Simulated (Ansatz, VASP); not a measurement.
## SbP in VASP and in Ansatz

The input INCAR:

```
SYSTEM = SbP
PREC = Accurate
ENCUT = 520
EDIFF = 1E-8
ISMEAR = -1
SIGMA = 0.05
LREAL = .False.
LASPH = .True.
NELM = 100
ALGO = Normal
ISIF = 2
LWAVE = .False.
LCHARG = .False.
GGA = PE
LEFG = .True.
NBANDS = 18
```

The input KPOINTS:

```
Automatic mesh
0
Gamma
  10 10 6
  0 0 0
```

File POSCAR:

```
SbP
1.0
    4.7790857446      0.0000000000      0.0000000000
   -2.3895428723      4.1388096616      0.0000000000
    0.0000000000      0.0000000000      5.8679614110
Sb P
2 2
Direct
    0.3333333333      0.6666666667     -0.0327397736
    0.6666666667      0.3333333333      0.4672602264
    0.3333333333      0.6666666667      0.4087397736
    0.6666666667      0.3333333333      0.9087397736
```

Input for Ansatz:

```yaml
crystal:
  lattice:
    - [4.7790857446, 0.0, 0.0]
    - [-2.3895428723, 4.1388096616, 0.0]
    - [0.0, 0.0, 5.867961411]
  atoms:
    - { symbol: Sb, position: [0.3333333333, 0.6666666667, -0.0327397736] }
    - { symbol: Sb, position: [0.6666666667, 0.3333333333, 0.4672602264] }
    - { symbol: P, position: [0.3333333333, 0.6666666667, 0.4087397736] }
    - { symbol: P, position: [0.6666666667, 0.3333333333, 0.9087397736] }
kpoints:
  mp_grid: { grid: [10, 10, 6] }
  band_path:
    path:
      - [0.0, 0.0, 0.0]
      - [0.5, 0.0, 0.0]
      - [0.3333333333, 0.3333333333, 0.0]
      - [0.0, 0.0, 0.0]
      - [0.0, 0.0, 0.5]
      - [0.5, 0.0, 0.5]
      - [0.3333333333, 0.3333333333, 0.5]
      - [0.0, 0.0, 0.5]
      - [0.5, 0.0, 0.5]
    npoints: 8
scf:
  occupations: { method: fermi_dirac, width: 0.05 }
hamiltonian:
  xc: pbe
  pseudopotentials: { kind: paw }
output:
  forces: true
  stress: true
  eigenvalues: true
  efg: { contact_densities: true }
  populations: true
  bader: true
  dos: { projected: true, de: 0.2, e_range: [-14, 8] }
```

Alike in both runs: task electric field gradients; functional PBE; k mesh 10 × 10 × 6; occupations fermi-dirac, width 0.05 eV; no spin polarisation.

|  | VASP | Ansatz |
| --- | --- | --- |
| version | VASP 6.6.1 | Ansatz 0.2.0 |
| potentials or method | VASP PAW PBE potentials, release 64 (Sb, P) | PAW with Ansatz's default frozen-core files, scalar-relativistic |
| plane-wave cutoff (eV) | 520 | 420 |
| valence electrons in the cell | 20 | 40 |

|  | VASP | Ansatz | Ansatz less VASP |
| --- | --- | --- | --- |
| pressure (GPa) | 0.0 | 0.0 | +0.01 |
| traceless stress, the component that is largest in VASP (GPa) | 0.05 | 0.00 | -0.046 |
| rms of the force components (eV/Å) | 0.011 | 0.001 | -0.0096 |
| size of Vzz on the site where it differs most (V/Å²) | 40.4 | 42.2 | +1.73 |

Atom by atom the forces differ by 0.010 eV/Å (rms over components). VASP's potentials hold 20 valence electrons a cell and Ansatz's 40, so a difference there can come from the potentials and not from the codes.

Spin-orbit coupling is off throughout.
